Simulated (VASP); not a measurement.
A run of VASP 6.6.1 is set up as follows.

File POSCAR:

```
Rh
1.0
    1.8809719866      1.8809719866      0.0000000000
   -1.8809719866      1.8809719866      0.0000000000
    0.0000000000      0.0000000000      3.8227430677
Rh
2
Direct
    0.0000000000      0.0000000000      0.0000000000
    0.5000000000      0.5000000000      0.5000000000
```

INCAR.step1

```
PREC = Accurate ; ENCUT = 520
ISMEAR = 0 ; SIGMA = 0.1
LREAL = False ; LASPH = True
NELM = 60 ; NBANDS = 22
GGA = PE ; ALGO = Normal
EDIFF = 1E-4 ; LWAVE = True
LCHARG = False
```

The input INCAR.step2:

```
PREC = Accurate ; ENCUT = 520
EDIFF = 1E-6 ; ISMEAR = 0
SIGMA = 0.1 ; LREAL = False
LASPH = True ; NELM = 60
ALGO = Normal ; ISIF = 2
LWAVE = False ; LCHARG = True
METAGGA = R2SCAN ; LMIXTAU = True
LELF = True ; LVHAR = True
NBANDS = 22 ; ISTART = 1
```

The input KPOINTS:

```
Automatic mesh
0
Gamma
  20 20 14
```

Potentials or basis: VASP PAW PBE potentials, release 64 (Rh_pv).

The run is started by

```sh
$ cat potpaw_PBE.64/Rh_pv/POTCAR > POTCAR
$ cp INCAR.step1 INCAR
$ mpirun -np 1 vasp_std > vasp.out
$ cp INCAR.step2 INCAR
$ mpirun -np 1 vasp_std > vasp.out
```

(1) Estimate the pressure.

(2) What does it give for the band gap on the k mesh?

Answers

(1) 5.5 GPa.

(2) zero (bands 15 and 16 overlap by 2.67 eV).

Caveat: the cell differs from its parent crystal (biaxial strain in the a-b plane: -1.0 %); the cell stands under pressure; the PAW data sets were made with another functional, which shifts forces and pressure a little.
